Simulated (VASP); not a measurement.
# WSe2 in VASP: single point with HSE06

Aim: the single point of WSe2 with HSE06.

All numbers are computed with VASP 6.6.1; they aren't measurements. Logs are shortened: lines on timing, memory, paths and dates and some standing lists are left out, and cuts for length are marked.

### Step 1. The cell of the first run

The cell holds a sheet with vacuum, 3 atoms: a = 3.299 Å, b = 3.299 Å, c = 19.329 Å, α = 90.00°, β = 90.00°, γ = 120.00°.

### Step 2. Single point, HSE06

File POSCAR:

```
WSe2
1.0
    3.2985856664      0.0000000000      0.0000000000
   -1.6492928332      2.8566589836      0.0000000000
    0.0000000000      0.0000000000     19.3288876871
Se W
2 1
Direct
    0.6666666667      0.3333333333      0.4138882759
    0.6666666667      0.3333333333      0.5861117241
    0.3333333333      0.6666666667      0.5000000000
```

File INCAR.step1:

```
ALGO     = Normal         # electronic algorithm
DIPOL    = 0.5 0.5 0.500
EDIFF    = 1E-5           # SCF threshold, eV
ENCUT    = 400            # plane-wave cutoff, eV
GGA      = PE             # functional
GGA_COMPAT= False        
IDIPOL   = 3            
ISIF     = 2              # what is computed and relaxed
ISMEAR   = 0              # smearing method
LASPH    = True           # aspherical terms in the spheres
LCHARG   = False          # write CHGCAR
LDIPOL   = True         
LREAL    = False          # projectors in reciprocal space
LWAVE    = True           # write WAVECAR
NBANDS   = 20             # bands
NELM     = 120            # most SCF steps
NELMDL   = -8           
PREC     = Accurate       # precision mode
SIGMA    = 0.03           # smearing width, eV
```

File INCAR.step2:

```
ALGO     = Normal         # electronic algorithm
DIPOL    = 0.5 0.5 0.500
EDIFF    = 1E-6           # SCF threshold, eV
ENCUT    = 400            # plane-wave cutoff, eV
GGA      = PE             # functional
GGA_COMPAT= False        
HFSCREEN = 0.2079         # screening, 1/A
IDIPOL   = 3            
ISIF     = 2              # what is computed and relaxed
ISMEAR   = 0              # smearing method
ISTART   = 1            
LASPH    = True           # aspherical terms in the spheres
LCHARG   = False          # write CHGCAR
LDIPOL   = True         
LHFCALC  = True           # exact exchange
LREAL    = False          # projectors in reciprocal space
LWAVE    = False          # write WAVECAR
NBANDS   = 20             # bands
NELM     = 120            # most SCF steps
PREC     = Accurate       # precision mode
PRECFOCK = Normal       
SIGMA    = 0.03           # smearing width, eV
```

File KPOINTS:

```
k-points
0
Gamma
  6 6 1
```

Potentials or basis: VASP PAW PBE potentials, release 64 (Se, W_sv).

On the command line:

```
$ cat potpaw_PBE.64/Se/POTCAR potpaw_PBE.64/W_sv/POTCAR > POTCAR
$ cp INCAR.step1 INCAR
$ mpirun -np 1 vasp_std > vasp.out
$ cp INCAR.step2 INCAR
$ mpirun -np 1 vasp_std > vasp.out
```

OUTCAR:

```text
EDIFF = 1E-6
   ENCUT = 400
   GGA = PE
   HFSCREEN = 0.2079
   ISIF = 2
   ISMEAR = 0
   ISTART = 1
   LASPH = True
   LHFCALC = True
   LREAL = False
   NELM = 120
   PREC = Accurate
   PRECFOCK = Normal

 ion  position               nearest neighbor table
   1  0.667  0.333  0.414-   3 2.53   3 2.53   3 2.53
   2  0.667  0.333  0.586-   3 2.53   3 2.53   3 2.53
   3  0.333  0.667  0.500-   1 2.53   2 2.53   1 2.53   2 2.53   1 2.53   2 2.53

  LATTYP: Found a hexagonal cell.
 ALAT       =     3.2985856664
 C/A-ratio  =     5.8597500996

  Lattice vectors:

 A1 = (   3.2985856664,   0.0000000000,   0.0000000000)
 A2 = (  -1.6492928332,   2.8566589836,   0.0000000000)
 A3 = (   0.0000000000,   0.0000000000,  19.3288876871)

Analysis of symmetry for initial positions (statically):
=====================================================================
 Subroutine PRICEL returns:
 Original cell was already a primitive cell.

 Routine SETGRP: Setting up the symmetry group for a
 hexagonal supercell.

 Subroutine GETGRP returns: Found 12 space group operations
 (whereof 12 operations were pure point group operations)
 out of a pool of 24 trial point group operations.

The static configuration has the point symmetry D_3h.

Analysis of symmetry for dynamics (positions and initial velocities):
=====================================================================
 Subroutine PRICEL returns:
 Original cell was already a primitive cell.

 Routine SETGRP: Setting up the symmetry group for a
 hexagonal supercell.

 Subroutine GETGRP returns: Found 12 space group operations
 (whereof 12 operations were pure point group operations)
 out of a pool of 24 trial point group operations.

The dynamic configuration has the point symmetry D_3h.

 Subroutine INISYM returns: Found 12 space group operations
 (whereof 12 operations are pure point group operations),
 and found     1 'primitive' translations

----------------------------------------------------------------------------------------

                                     Primitive cell

  volume of cell :     182.1348

  direct lattice vectors                    reciprocal lattice vectors
     3.298585666  0.000000000  0.000000000     0.303160233  0.175029642  0.000000000
    -1.649292833  2.856658984  0.000000000     0.000000000  0.350059285  0.000000000
     0.000000000  0.000000000 19.328887687     0.000000000  0.000000000  0.051736034

  length of vectors
     3.298585666  3.298585666 19.328887687     0.350059285  0.350059285  0.051736034

  position of ions in fractional coordinates (direct lattice)
     0.666666667  0.333333333  0.413888276
     0.666666667  0.333333333  0.586111724
     0.333333333  0.666666667  0.500000000

  ion indices of the primitive-cell ions
   primitive index   ion index
                 1           1
                 2           2
                 3           3

----------------------------------------------------------------------------------------

 KPOINTS: k-points

Automatic generation of k-mesh.
 Grid dimensions read from file:
 generate k-points for:    6    6    1

 Generating k-lattice:

  Cartesian coordinates                     Fractional coordinates (reciprocal lattice)
     0.050526706  0.029171607  0.000000000     0.166666667  0.000000000  0.000000000
     0.000000000  0.058343214  0.000000000     0.000000000  0.166666667  0.000000000
     0.000000000  0.000000000  0.051736034     0.000000000  0.000000000  1.000000000

  Length of vectors
     0.058343214  0.058343214  0.051736034

  Shift w.r.t. Gamma in fractional coordinates (k-lattice)
     0.000000000  0.000000000  0.000000000

 Subroutine IBZKPT returns following result:
 ===========================================

 Found      7 irreducible k-points:

 Following reciprocal coordinates:
            Coordinates               Weight
  0.000000  0.000000  0.000000      1.000000
  0.166667  0.000000  0.000000      6.000000
  0.333333  0.000000  0.000000      6.000000
  0.500000  0.000000  0.000000      3.000000
  0.166667  0.166667  0.000000      6.000000
  0.333333  0.166667  0.000000     12.000000
  0.333333  0.333333  0.000000      2.000000
   k-points           NKPTS =      7   k-points in BZ     NKDIM =     36   number of bands    NBANDS=     20
   number of dos      NEDOS =    301   number of ions     NIONS =      3
   total plane-waves  NPLWV =  72576
   dimension x,y,z NGX =    24 NGY =   24 NGZ =  126
   dimension x,y,z NGXF=    48 NGYF=   48 NGZF=  252
   ions per type =               2   1
   NGX,Y,Z   is equivalent  to a cutoff of  12.10, 12.10, 10.84 a.u.
   NGXF,Y,Z  is equivalent  to a cutoff of  24.19, 24.19, 21.67 a.u.
 SYSTEM =  unknown system
   PREC   = accura    normal or accurate (medium, high low for compatibility)
   ISTART =      1    job   : 0-new  1-cont  2-samecut
   ICHARG =      0    charge: 1-file 2-atom 10-const
   ISPIN  =      1    spin polarized calculation?
   LNONCOLLINEAR =      F non collinear calculations
   LSORBIT =      F    spin-orbit coupling
   LASPH  =      T    aspherical Exc in radial PAW
   ENCUT  =  400.0 eV  29.40 Ry    5.42 a.u.   5.38  5.38 31.52*2*pi/ulx,y,z
   NELM   =    120;   NELMIN=  2; NELMDL=  0     # of ELM steps
   EDIFF  = 0.1E-05   stopping-criterion for ELM
   LREAL  =      F    real-space projection
   EDIFFG = 0.1E-04   stopping-criterion for IOM
   NSW    =      0    number of steps for IOM
   IBRION =     -1    ionic relax: 0-MD 1-quasi-New 2-CG
   NFREE  =      0    steps in history (QN), initial steepest desc. (CG)
   ISIF   =      2    stress and relaxation
   ISYM   =      3    0-nonsym 1-usesym 2-fastsym
   POTIM  = 0.5000    time-step for ionic-motion
   TEBEG  =    0.0;   TEEND  =   0.0 temperature during run
   PSTRESS=    0.0 pullay stress
   NELECT =      26.0000    total number of electrons
   NUPDOWN=      -1.0000    fix difference up-down
   EMIN   =  10.00;   EMAX   =-10.00  energy-range for DOS
   EFERMI =   0.00;   METHOD = LEGACY
   ISMEAR =     0;   SIGMA  =   0.03  broadening in eV -4-tet -1-fermi 0-gaus
   EFERMI_NEDOS =   21; number of points for ismear=-14 and -15
   IALGO  =     38    algorithm
   IMIX   =      1    mixing-type and parameters
     AMIX     =   0.40;   BMIX     =  1.00
     AMIX_MAG =   1.60;   BMIX_MAG =  1.00
  volume/ion in A,a.u.               =      60.71       409.70
  Fermi-wavevector in a.u.,A,eV,Ry     =   0.855595  1.616840  9.960049  0.732043
  Thomas-Fermi vector in A             =   1.972368
   LORBIT       =      0    0 simple, 1 ext, 2 COOP (PROOUT), +10 PAW based schemes
   GGA     = PE    functional components
   LHFCALC =     T    Hartree Fock is set to
   PRECFOCK=normal    Normal, Fast or Accurate (Low or Medium for compatibility)
   ENCUT4O =  -1.0   cutoff for four orbital integrals eV
   NKREDX  =     1    reduce k-point grid by
   NKREDY  =     1    reduce k-point grid by
   NKREDZ  =     1    reduce k-point grid by
   AEXX    =    0.2500 exact exchange contribution
   HFSCREEN=    0.2079 screening length (either q_TF or 0.3 A-1)
   HFSCREENC=   0.2079 screening length for correlation (either q_TF or 0.3 A-1)
   ENCUTFOCK=  -1.0 apply spherical cutoff to Coloumb kernel
   IVDW    =     0    specifies the selected vdW correction
   LEPSILON=     F    determine dielectric tensor
   LRPA    =     F    only Hartree local field effects (RPA)
 non-spin polarized calculation
 Gauss-broadening in eV      SIGMA  =   0.03
  energy-cutoff  :      400.00
  volume of cell :      182.13
 maximum number of plane-waves:      3363
 NGX is ok and might be reduce to    24
  NGX = 18; NGY = 18; NGZ =100

 number of electron      25.9999999 magnetization

 dipolmoment           0.000000      0.000000      0.000000 electrons x Angstroem

 Free energy of the ion-electron system (eV)
  ---------------------------------------------------
  ext. energy  EPLUGINS =         0.00000000
  ---------------------------------------------------
  free energy    TOTEN  =       -25.78237935 eV

  energy without entropy =      -25.78237935  energy(sigma->0) =      -25.78237935

 E-fermi :  -1.6230     XC(G=0):  -3.4074

 val. band max:       -1.7945908324   @ k =   0.3333   0.3333   0.0000
 cond. band min:       0.2494837570   @ k =   0.3333   0.3333   0.0000
 fundamental gap:      2.0440745894
 Fermi energy:        -1.6229680551

 k-point     1 :       0.0000    0.0000    0.0000
  band No.  band energies     occupation
      1     -79.8770      2.00000
      2     -42.6585      2.00000
      3     -42.5045      2.00000
      4     -42.5045      2.00000
      5     -18.1490      2.00000
      6     -16.6999      2.00000
[... 12 lines left out ...]
     19       3.5611      0.00000
     20       4.0243      0.00000

 k-point     2 :       0.1667    0.0000    0.0000
  band No.  band energies     occupation
      1     -79.8735      2.00000
      2     -42.6449      2.00000
      3     -42.5791      2.00000
      4     -42.5221      2.00000
      5     -17.7014      2.00000
      6     -16.4834      2.00000
[... 12 lines left out ...]
     19       4.1022      0.00000
     20       4.8120      0.00000

 k-point     3 :       0.3333    0.0000    0.0000
  band No.  band energies     occupation
      1     -79.8666      2.00000
      2     -42.7255      2.00000
      3     -42.6172      2.00000
      4     -42.5572      2.00000
      5     -16.6298      2.00000
      6     -15.9773      2.00000
[... 12 lines left out ...]
     19       5.4347      0.00000
     20       5.5252      0.00000

 k-point     4 :       0.5000    0.0000    0.0000
  band No.  band energies     occupation
      1     -79.8632      2.00000
      2     -42.7976      2.00000
      3     -42.6032      2.00000
      4     -42.5746      2.00000
      5     -15.9369      2.00000
      6     -15.6714      2.00000
[... 12 lines left out ...]
     19       6.0620      0.00000
     20       6.1869      0.00000

 k-point     5 :       0.1667    0.1667    0.0000
  band No.  band energies     occupation
      1     -79.8684      2.00000
      2     -42.6754      2.00000
      3     -42.6242      2.00000
      4     -42.5624      2.00000
      5     -16.9317      2.00000
      6     -16.1138      2.00000
[... 12 lines left out ...]
     19       5.1021      0.00000
     20       5.8230      0.00000

 k-point     6 :       0.3333    0.1667    0.0000
  band No.  band energies     occupation
      1     -79.8632      2.00000
      2     -42.7603      2.00000
      3     -42.6123      2.00000
      4     -42.6034      2.00000
      5     -15.9689      2.00000
      6     -15.6646      2.00000
[... 12 lines left out ...]
     19       6.4555      0.00000
     20       6.6504      0.00000

 k-point     7 :       0.3333    0.3333    0.0000
  band No.  band energies     occupation
      1     -79.8615      2.00000
      2     -42.7152      2.00000
      3     -42.7023      2.00000
      4     -42.5966      2.00000
      5     -15.6092      2.00000
      6     -15.4817      2.00000
[... 12 lines left out ...]
     19       5.4077      0.00000
     20       7.6392      0.00000

------------------------ aborting loop because EDIFF is reached ----------------------------------------

 vacuum level on the upper side and lower side of the slab       (xc-potential included)         0.002         0.002

  FORCE on cell =-STRESS in cart. coord.  units (eV):
  Direction    XX          YY          ZZ          XY          YZ          ZX
  --------------------------------------------------------------------------------------
  -------------------------------------------------------------------------------------
  Total       -0.6268709     -0.6268709     -0.6137344      0.0000000      0.0000000      0.0000000
  in kB       -5.5143673     -5.5143673     -5.3988093      0.0000000      0.0000000      0.0000000
  external PRESSURE =      -5.4758480 kB  Pullay stress =       0.0000000 kB

 VOLUME and BASIS-vectors are now :
 -----------------------------------------------------------------------------
  energy-cutoff  :      400.00
  volume of cell :      182.13
      direct lattice vectors                 reciprocal lattice vectors
     3.298585666  0.000000000  0.000000000     0.303160233  0.175029642  0.000000000
    -1.649292833  2.856658984  0.000000000     0.000000000  0.350059285  0.000000000
     0.000000000  0.000000000 19.328887687     0.000000000  0.000000000  0.051736034

 POSITION                                       TOTAL-FORCE (eV/Angst)
 -----------------------------------------------------------------------------------
      1.64929      0.95222      8.00000        -0.000000     -0.000000      0.175214
      1.64929      0.95222     11.32889        -0.000000     -0.000000     -0.175214
     -0.00000      1.90444      9.66444         0.000000      0.000000      0.000000
 -----------------------------------------------------------------------------------
    total drift:                               -0.000047      0.000023      0.000000

  FREE ENERGIE OF THE ION-ELECTRON SYSTEM (eV)
  ---------------------------------------------------
  free  energy   TOTEN  =       -25.7823793473 eV

  energy  without entropy=      -25.7823793473  energy(sigma->0) =      -25.78237935

 vacuum level on the upper side and lower side of the slab         3.695         3.695
```

Wall time 11 min (1 thread of Oxide Virtual Turin-like, shared host); peak memory 0.34 GiB.

What came out:

- Free energy: -25.7824 eV
- Largest force: 0.175 eV/Å
- Band gap on the k mesh: 2.04 eV

Forces on the atoms (eV/Å):
```
Se   0.000  0.000  0.175
Se   0.000  0.000 -0.175
W    0.000  0.000  0.000
```

Caveat: the PAW data sets were made with another functional, which shifts forces and pressure a little; spin-orbit coupling is left out, which moves the levels of the heavy elements.
